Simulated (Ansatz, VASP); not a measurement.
**AlN: VASP beside Ansatz**

```
Al N
1.0
     3.13016    0.00000    0.00000
     0.00000    5.01811    0.00000
     0.00000    0.00000   16.90360
Al N
2 2
Direct
  0.75000 0.05924 0.47327
  0.25000 0.55924 0.52673
  0.75000 0.44076 0.47327
  0.25000 0.94076 0.52673
```

Alike in both runs: task relaxation of the atoms; functional PBE; k mesh 10 × 6 × 1; occupations fermi-dirac, width 0.02 eV; no spin polarisation.

|  | VASP | Ansatz |
| --- | --- | --- |
| version | VASP 6.6.1 | Ansatz 0.2.0 |
| potentials or method | VASP PAW PBE potentials, release 64 (Al, N) | PAW with Ansatz's default frozen-core files, scalar-relativistic |
| plane-wave cutoff (eV) | 520 | 420 |
| valence electrons in the cell | 16 | 16 |

```tsv
	VASP	Ansatz	Ansatz less VASP
gap on the k mesh at the Fermi level, each at its own relaxed structure (eV)	3.08	3.08	-0.002
```

Ansatz's warnings: stress scf threshold loose, xc potential rough in thin density.
